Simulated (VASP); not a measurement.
Input of a VASP 6.6.1 run:

The input POSCAR:

```
Nb
1.0
   -1.6511317439      1.6511317439      1.6511317439
    1.6511317439     -1.6511317439      1.6511317439
    1.6511317439      1.6511317439     -1.6511317439
Nb
1
Direct
    0.0000000000      0.0000000000      0.0000000000
```

File INCAR.step1:

```
PREC = Accurate
ENCUT = 520
ISMEAR = 1
SIGMA = 0.6
LREAL = False
LASPH = True
NELM = 60
NBANDS = 12
GGA = PE
ALGO = Normal
EDIFF = 1E-4
LWAVE = True
LCHARG = False
```

Contents of INCAR.step2:

```
PREC = Accurate
ENCUT = 520
EDIFF = 1E-7
ISMEAR = 1
SIGMA = 0.6
LREAL = False
LASPH = True
NELM = 60
ALGO = Normal
ISIF = 2
LWAVE = False
LCHARG = False
METAGGA = R2SCAN
LMIXTAU = True
NBANDS = 12
ISTART = 1
```

File KPOINTS:

```
Automatic mesh
0
Gamma
  13 13 13
```

Potentials or basis: VASP PAW PBE potentials, release 64 (Nb_sv).

Command:

```sh
$ cat potpaw_PBE.64/Nb_sv/POTCAR > POTCAR
$ cp INCAR.step1 INCAR
$ mpirun -np 1 vasp_std > vasp.out
$ cp INCAR.step2 INCAR
$ mpirun -np 1 vasp_std > vasp.out
```

Q: Predict the pressure.

A: -0.2 GPa.

Caveat: the PAW data sets were made with another functional, which shifts forces and pressure a little.
